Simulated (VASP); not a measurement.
A run of VASP 6.6.1 is set up as follows.

The input INCAR:

```
PREC     = Accurate       # precision mode
ENCUT    = 600            # plane-wave cutoff, eV
EDIFF    = 1E-6           # SCF threshold, eV
ISMEAR   = 0              # smearing method
SIGMA    = 0.01           # smearing width, eV
LREAL    = False          # projectors in reciprocal space
LASPH    = True           # aspherical terms in the spheres
NELM     = 120            # most SCF steps
ALGO     = Normal         # electronic algorithm
ISIF     = 2              # what is computed and relaxed
LWAVE    = False          # write WAVECAR
LCHARG   = False          # write CHGCAR
GGA      = PS             # functional
NBANDS   = 11             # bands
GGA_COMPAT= False
```

KPOINTS

```
Automatic mesh
0
Gamma
  9 9 9
```

The input POSCAR:

```
SiC
1.0
   -0.0160092092      2.1646504853      2.1646504853
    2.1646504853     -0.0160092092      2.1646504853
    2.1646504853      2.1646504853     -0.0160092092
Si C
1 1
Direct
   -0.0004004708     -0.0004004708     -0.0004004708
    0.2504004708      0.2504004708      0.2504004708
```

Potentials or basis: VASP PAW PBE potentials, release 64 (Si, C).

Run with:

```bash
$ cat potpaw_PBE.64/Si/POTCAR potpaw_PBE.64/C/POTCAR > POTCAR
$ mpirun -np 1 vasp_std > vasp.out
```

Q: Estimate the pressure.

A: 2.0 GPa.

Q: What does it give for the band gap on the k mesh?

A: 1.29 eV (least direct gap 4.46 eV).

Stress tensor (GPa, compression positive):
```
2.04 1.82 1.82
1.82 2.04 1.82
1.82 1.82 2.04
```

Caveat: the PAW data sets were made with another functional, which shifts forces and pressure a little. A k mesh can miss the band edges.
